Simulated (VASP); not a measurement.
Runs of VASP 6.6.1 on HfW. The structure is that of space group P-6m2 (No. 187), or close to it. The cells are those of the table. 

```tsv
task	cell	k mesh	cutoff (eV)	gap on the mesh (eV)	pressure (GPa)	relaxed volume (Å³/atom)
single point	a = 2.960, b = 2.960, c = 4.981 Å, angles 90.0, 90.0, 120.0°, 2 atoms	6 × 6 × 4	520	none	-0.5	-
single point	a = 2.912, b = 2.912, c = 5.126 Å, angles 90.0, 90.0, 120.0°, 2 atoms	21 × 21 × 12	520	none	-0.3	-
relaxation of cell and atoms	relaxed from a = 3.058, b = 3.058, c = 4.585 Å, angles 90.0, 90.0, 120.0°, 2 atoms	6 × 6 × 4	600	none	0.0	18.85
relaxation of cell and atoms	relaxed from a = 2.960, b = 2.960, c = 4.981 Å, angles 90.0, 90.0, 120.0°, 2 atoms	21 × 21 × 12	600	none	0.1	(a)
```

Alike in all rows: level PBE; potentials or basis VASP PAW PBE potentials, release 64 (Hf_pv, W_sv); no spin polarisation; smearing gaussian 0.1 eV.

Question: Fill in the values left out.

Answer: (a) 18.78.

Caveats: some runs use coarse meshes; spin-orbit coupling is left out, which moves the levels of the heavy elements.

A k mesh can miss the band edges, and the runs leave out spin-orbit coupling on Hf, W.

A gap of «none» marks levels without a gap at the run's occupations.
